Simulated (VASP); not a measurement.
# Li5Cl3 (P4/mmm) in VASP: a series of runs

Runs on Li5Cl3. Level: PBE. Tasks: relaxation of cell and atoms, single point.

All numbers are computed with VASP 6.6.1; they aren't measurements. Logs are shortened: lines on timing, memory, paths and dates and some standing lists are left out, and cuts for length are marked.

**1. The cell of the first run**

It takes space group P4/mmm (No. 123, tetragonal). Conventional cell: a = 3.228 Å, b = 3.228 Å, c = 14.793 Å, α = 90.00°, β = 90.00°, γ = 90.00°. Li (site symmetry 4mm) has 4 Cl at 2.73 Å and 9 Li at 3.15 to 3.56 Å within 3.6 Å. Li (site symmetry 4/mmm) has 8 Cl at 2.82 Å and 6 Li at 3.15 to 3.23 Å within 3.7 Å. Li (site symmetry 4mm) has 4 Cl at 2.74 Å and 9 Li at 3.03 to 3.56 Å within 3.6 Å. Cl (site symmetry 4mm) has 8 Li at 2.73 to 2.82 Å and 5 Cl at 3.23 to 3.31 Å within 3.6 Å. Within 3.6 Å of Cl (site symmetry 4/mmm) lie 8 Li at 2.74 Å and 4 Cl at 3.23 Å.

**2. Relaxation of cell and atoms, PBE**

Contents of INCAR:

```
  PREC = Accurate
  ENCUT = 600
  EDIFF = 1E-6
  ISMEAR = 0
  SIGMA = 0.1
  LREAL = False
  LASPH = True
  NELM = 100
  ALGO = Normal
  ISIF = 3
  LWAVE = False
  LCHARG = False
  GGA = PE
  IBRION = 2
  NSW = 100
  EDIFFG = -0.01
```

Contents of KPOINTS:

```
regular mesh
0
Gamma
  12 12 4
```

Contents of POSCAR:

```
Li5Cl3
1.0
    3.2282983609      0.0000000000      0.0000000000
    0.0000000000      3.2282983609      0.0000000000
    0.0000000000      0.0000000000     14.7932987121
Li Cl
5 3
Direct
    0.0000000000      0.0000000000      0.2128826310
    0.0000000000      0.0000000000      0.7871173690
    0.0000000000      0.0000000000      0.0000000000
    0.5000000000      0.5000000000      0.3975665724
    0.5000000000      0.5000000000      0.6024334276
    0.5000000000      0.5000000000      0.1118277564
    0.5000000000      0.5000000000      0.8881722436
    0.0000000000      0.0000000000      0.5000000000
```

Potentials or basis: VASP PAW PBE potentials, release 64 (Li_sv, Cl).

On the command line:

```bash
> cat potpaw_PBE.64/Li_sv/POTCAR potpaw_PBE.64/Cl/POTCAR > POTCAR
> mpirun -np 1 vasp_std > vasp.out
```

OUTCAR:

```text
PREC = Accurate
   ENCUT = 600
   EDIFF = 1E-6
   ISMEAR = 0
   LREAL = False
   LASPH = True
   NELM = 100
   ISIF = 3
   GGA = PE
   IBRION = 2
   NSW = 100
   EDIFFG = -0.01

 ion  position               nearest neighbor table
   1  0.000  0.000  0.213-
   2  0.000  0.000  0.787-
   3  0.000  0.000  0.000-
   4  0.500  0.500  0.398-
   5  0.500  0.500  0.602-
   6  0.500  0.500  0.112-
   7  0.500  0.500  0.888-
   8  0.000  0.000  0.500-

  LATTYP: Found a simple tetragonal cell.
 ALAT       =     3.2282983609
 C/A-ratio  =     4.5823827473

  Lattice vectors:

 A1 = (   3.2282983609,   0.0000000000,   0.0000000000)
 A2 = (   0.0000000000,   3.2282983609,   0.0000000000)
 A3 = (   0.0000000000,   0.0000000000,  14.7932987121)

Analysis of symmetry for initial positions (statically):
=====================================================================
 Subroutine PRICEL returns:
 Original cell was already a primitive cell.

 Routine SETGRP: Setting up the symmetry group for a
 simple tetragonal supercell.

 Subroutine GETGRP returns: Found 16 space group operations
 (whereof 16 operations were pure point group operations)
 out of a pool of 16 trial point group operations.

The static configuration has the point symmetry D_4h.

Analysis of symmetry for dynamics (positions and initial velocities):
=====================================================================
 Subroutine PRICEL returns:
 Original cell was already a primitive cell.

 Routine SETGRP: Setting up the symmetry group for a
 simple tetragonal supercell.

 Subroutine GETGRP returns: Found 16 space group operations
 (whereof 16 operations were pure point group operations)
 out of a pool of 16 trial point group operations.

The dynamic configuration has the point symmetry D_4h.

 Subroutine INISYM returns: Found 16 space group operations
 (whereof 16 operations are pure point group operations),
 and found     1 'primitive' translations

----------------------------------------------------------------------------------------

                                     Primitive cell

  volume of cell :     154.1744

  direct lattice vectors                    reciprocal lattice vectors
     3.228298361  0.000000000  0.000000000     0.309760712  0.000000000  0.000000000
     0.000000000  3.228298361  0.000000000     0.000000000  0.309760712  0.000000000
     0.000000000  0.000000000 14.793298712     0.000000000  0.000000000  0.067598175

  length of vectors
     3.228298361  3.228298361 14.793298712     0.309760712  0.309760712  0.067598175

  position of ions in fractional coordinates (direct lattice)
     0.000000000  0.000000000  0.212882631
     0.000000000  0.000000000  0.787117369
     0.000000000  0.000000000  0.000000000
     0.500000000  0.500000000  0.397566572
     0.500000000  0.500000000  0.602433428
     0.500000000  0.500000000  0.111827756
     0.500000000  0.500000000  0.888172244
     0.000000000  0.000000000  0.500000000

  ion indices of the primitive-cell ions
   primitive index   ion index
                 1           1
                 2           2
                 3           3
                 4           4
                 5           5
                 6           6
                 7           7
                 8           8

----------------------------------------------------------------------------------------

 KPOINTS: regular mesh

Automatic generation of k-mesh.
 Grid dimensions read from file:
 generate k-points for:   12   12    4

 Generating k-lattice:

  Cartesian coordinates                     Fractional coordinates (reciprocal lattice)
     0.025813393  0.000000000  0.000000000     0.083333333  0.000000000  0.000000000
     0.000000000  0.025813393  0.000000000     0.000000000  0.083333333  0.000000000
     0.000000000  0.000000000  0.016899544     0.000000000  0.000000000  0.250000000

  Length of vectors
     0.025813393  0.025813393  0.016899544

  Shift w.r.t. Gamma in fractional coordinates (k-lattice)
     0.000000000  0.000000000  0.000000000

[... 42 lines left out ...]
   PSTRESS=    0.0 pullay stress
   NELECT =      36.0000    total number of electrons
   NUPDOWN=      -1.0000    fix difference up-down
   EMIN   =  10.00;   EMAX   =-10.00  energy-range for DOS
   EFERMI =   0.00;   METHOD = LEGACY
   ISMEAR =     0;   SIGMA  =   0.10  broadening in eV -4-tet -1-fermi 0-gaus
   EFERMI_NEDOS =   21; number of points for ismear=-14 and -15
   IALGO  =     38    algorithm
   IMIX   =      4    mixing-type and parameters
     AMIX     =   0.40;   BMIX     =  1.00
     AMIX_MAG =   1.60;   BMIX_MAG =  1.00
  volume/ion in A,a.u.               =      19.27       130.05
  Fermi-wavevector in a.u.,A,eV,Ry     =   1.008103  1.905038 13.827214  1.016272
  Thomas-Fermi vector in A             =   2.140949
   LORBIT       =      0    0 simple, 1 ext, 2 COOP (PROOUT), +10 PAW based schemes
   GGA     = PE    functional components
   LHFCALC =     F    Hartree Fock is set to
   AEXX    =    0.0000 exact exchange contribution
   IVDW    =     0    specifies the selected vdW correction
   LEPSILON=     F    determine dielectric tensor
   LRPA    =     F    only Hartree local field effects (RPA)
 conjugate gradient relaxation of ions
 non-spin polarized calculation
 Gauss-broadening in eV      SIGMA  =   0.10
  energy-cutoff  :      600.00
  volume of cell :      154.17
 maximum number of plane-waves:      5196
 NGX is ok and might be reduce to    28
   NGX = 13   NGY = 13   NGZ = 59

--------------------------------------- Ionic step        1  -------------------------------------------

 number of electron      36.0000022 magnetization

 Free energy of the ion-electron system (eV)
  ---------------------------------------------------
  ext. energy  EPLUGINS =         0.00000000
  ---------------------------------------------------
  free energy    TOTEN  =       -23.85361792 eV

  energy without entropy =      -23.84448673  energy(sigma->0) =      -23.84905233

------------------------ aborting loop because EDIFF is reached ----------------------------------------

  FORCE on cell =-STRESS in cart. coord.  units (eV):
  Direction    XX          YY          ZZ          XY          YZ          ZX
  --------------------------------------------------------------------------------------
  -------------------------------------------------------------------------------------
  Total       -0.0416247     -0.0416247      0.0706507      0.0000000      0.0000000      0.0000000
  in kB       -0.4325629     -0.4325629      0.7342009      0.0000000      0.0000000      0.0000000
  external PRESSURE =      -0.0436416 kB  Pullay stress =       0.0000000 kB
[... 237 lines left out ...]
  energy  without entropy=      -23.8453176069  energy(sigma->0) =      -23.84985755

--------------------------------------- Ionic step        7  -------------------------------------------

 number of electron      36.0000026 magnetization

 Free energy of the ion-electron system (eV)
  ---------------------------------------------------
  ext. energy  EPLUGINS =         0.00000000
  ---------------------------------------------------
  free energy    TOTEN  =       -23.85446603 eV

  energy without entropy =      -23.84539151  energy(sigma->0) =      -23.84992877

 E-fermi :   3.5720     XC(G=0):  -7.9593

 val. band max:        3.5719175225   @ k =   0.3333   0.1667   0.2500
 cond. band min:       3.5756356480   @ k =   0.4167   0.0833   0.2500
 fundamental gap:      0.0037181255
 Fermi energy:         3.5719657296

 k-point     1 :       0.0000    0.0000    0.0000
  band No.  band energies     occupation
      1     -45.4132      2.00000
      2     -44.3990      2.00000
      3     -44.3990      2.00000
      4     -44.3796      2.00000
      5     -44.3761      2.00000
      6     -14.3184      2.00000
[... 613 lines left out ...]
     22       6.1810      0.00000
     23       6.1865      0.00000

 [... further k-points ...]

------------------------ aborting loop because EDIFF is reached ----------------------------------------

  FORCE on cell =-STRESS in cart. coord.  units (eV):
  Direction    XX          YY          ZZ          XY          YZ          ZX
  --------------------------------------------------------------------------------------
  -------------------------------------------------------------------------------------
  Total       -0.0201001     -0.0201001      0.0041423      0.0000000     -0.0000000     -0.0000000
  in kB       -0.2082562     -0.2082562      0.0429180      0.0000000     -0.0000000     -0.0000000
  external PRESSURE =      -0.1245315 kB  Pullay stress =       0.0000000 kB
[... 23 lines left out ...]
  FREE ENERGIE OF THE ION-ELECTRON SYSTEM (eV)
  ---------------------------------------------------
  free  energy   TOTEN  =       -23.8544660350 eV

  energy  without entropy=      -23.8453915086  energy(sigma->0) =      -23.84992877

 reached required accuracy - stopping structural energy minimisation
```

Wall time 15 min (1 thread of Intel Xeon Platinum 8488C (Sapphire Rapids), shared host); peak memory 0.48 GiB.

What came out:

- Free energy: -23.8545 eV
- Relaxed volume: 19.33 Å³/atom
- Relaxed cell: a = 3.228 Å, b = 3.228 Å, c = 14.840 Å, α = 90.00°, β = 90.00°, γ = 90.00°
- Space group after relaxing (to 0.05 Å): P4/mmm (No. 123)
- Energy gained by relaxing: 0.1 meV/atom
- Ionic steps: 7
- Pressure after relaxing: 0.0 GPa
- Largest force after relaxing: 0.008 eV/Å
- Band gap on the k mesh: zero (band 18 reaches 5.31 eV, above the bottom of band 19 at 1.98 eV)

Forces on the atoms (eV/Å):
```
Li   0.000  0.000  0.000
Li   0.000  0.000  0.000
Li   0.000  0.000  0.000
Li   0.000  0.000 -0.006
Li   0.000  0.000  0.006
Cl   0.000  0.000 -0.008
Cl   0.000  0.000  0.008
Cl   0.000  0.000  0.000
```

The path:
```csv
step,energy change (eV),largest force (eV/Å),pressure (GPa),volume (Å³)
1,0.0000,0.0357,0.00,154.17
2,-0.0002,0.0315,0.01,154.16
3,-0.0005,0.0182,0.04,154.13
4,-0.0005,0.0184,0.05,154.12
5,-0.0007,0.0172,0.02,154.33
6,-0.0008,0.0153,-0.02,154.68
7,-0.0008,0.0079,-0.01,154.64
```

Final structure:
```xyz
8
Lattice="3.2280 0.0000 0.0000 0.0000 3.2280 0.0000 0.0000 0.0000 14.8404" Properties=species:S:1:pos:R:3 pbc="T T T"
Li    0.0000    0.0000    3.1417
Li    3.2280    3.2280   11.6987
Li    0.0000    0.0000   14.8404
Li    1.6140    1.6140    5.9062
Li    1.6140    1.6140    8.9343
Cl    1.6140    1.6140    1.6560
Cl    1.6140    1.6140   13.1844
Cl    0.0000    0.0000    7.4202
```

Caveat: the cutoff is under 1.25 times the usual one of these potentials, so pressure, stress and relaxed cells hold a basis-set (Pulay) error.

[end of part 1 of 2]
